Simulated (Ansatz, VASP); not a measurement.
# AlIn2Sb2As: VASP beside Ansatz

```xyz
6
Lattice="2.7421 -7.9923 0.0000 2.7421 7.9923 0.0000 0.0000 0.0000 4.1144" Properties=species:S:1:pos:R:3 pbc="T T T"
Al    0.0000    0.0000    0.0000
In    1.3710   -3.9962    2.0572
In    1.3710    3.9962    2.0572
Sb    2.7421   -1.9714    0.0000
Sb    2.7421    1.9714    0.0000
As    2.7421    0.0000    2.0572
```

Change from the starting cell: species swapped into the CeB2Ru2Rh type (Cmmm, No. 65).

Alike in both runs: functional PBE; k mesh 8 × 8 × 10; occupations gaussian, width 0.1 eV; no spin polarisation.

Ansatz relaxed the structure, and its values are those at the end. VASP's run is a single point on that final structure, the one shown.

|  | VASP | Ansatz |
| --- | --- | --- |
| version | VASP 6.6.1 | Ansatz 0.2.0 |
| potentials or method | VASP PAW PBE potentials, release 64 (Al, In_d, Sb, As), cutoff 520 eV | scalar-relativistic, plane waves, PAW |
| valence electrons in the cell | 44 | 74 |

```tsv
	VASP	Ansatz	Ansatz less VASP
gap on the k mesh at the Fermi level (eV)	none	none	-
pressure (GPa)	0.0	0.0	+0.01
```

A gap of «none» marks a metal or a gap that the smearing closes. The functional is the same, so the differences come from potentials, cutoffs and numerics. VASP's potentials hold 44 valence electrons a cell and Ansatz's 74, so a difference there can come from the potentials and not from the codes.

Neither program's run includes spin-orbit coupling.
